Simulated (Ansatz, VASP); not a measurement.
## Two plane-wave programs on CuS

The input INCAR:

```
PREC = Accurate
ENCUT = 520
EDIFF = 1E-6
ISMEAR = 0
SIGMA = 0.15
LREAL = False
LASPH = True
NELM = 80
ALGO = Normal
ISIF = 2
LWAVE = False
LCHARG = False
NBANDS = 16
```

File KPOINTS:

```
Automatic mesh
0
Gamma
  16 16 16
```

File POSCAR:

```
CuS
1.0
    0.0000000000      2.7121271793      2.5346982984
    2.5346982984      0.0000000000      2.5346982984
    2.5346982984      2.7121271793      0.0000000000
Cu S
1 1
Direct
    0.2500000000      0.2500000000      0.2500000000
    0.0000000000      0.0000000000      0.0000000000
```

Input for Ansatz:

```yaml
crystal:
  lattice:
    - [0.0, 2.7121271793, 2.5346982984]
    - [2.5346982984, 0.0, 2.5346982984]
    - [2.5346982984, 2.7121271793, 0.0]
  atoms:
    - { symbol: Cu, position: [0.25, 0.25, 0.25] }
    - { symbol: S, position: [0.0, 0.0, 0.0] }
basis:
  ecutwfc: 520.0
kpoints:
  mp_grid: { grid: [16, 16, 16] }
hamiltonian:
  xc: lda
  pseudopotentials: { kind: paw }
scf:
  occupations: { method: gaussian, width: 0.15 }
output:
  forces: true
  stress: true
  eigenvalues: true
```

Change from the starting cell: engineering shear strain xz +0.0000, normal strain along z +0.0700.

Alike in both runs: task single point; functional LDA; k mesh 16 × 16 × 16; occupations gaussian, width 0.15 eV; no spin polarisation.

|  | VASP | Ansatz |
| --- | --- | --- |
| version | VASP 6.6.1 | Ansatz 0.2.0 |
| potentials or method | VASP PAW LDA potentials, release 64 (Cu, S), cutoff 520 eV | scalar-relativistic, plane waves, PAW |
| valence electrons in the cell | 17 | 25 |

VASP gave:

```
gap on the k mesh at the Fermi level (eV)                     : none
pressure (GPa)                                                : -6.2
traceless stress, the component that is largest in VASP (GPa) : -1.13
```

Which values does Ansatz return?

gap on the k mesh at the Fermi level (eV): none; pressure (GPa): -6.4; traceless stress, the component that is largest in VASP (GPa): -1.18.

LDA's correlation is that of Perdew and Zunger in VASP and of Perdew and Wang (1992) in Ansatz. A gap of «none» marks a metal or a gap that the smearing closes. VASP's potentials hold 17 valence electrons a cell and Ansatz's 25, so a difference there can come from the potentials and not from the codes.
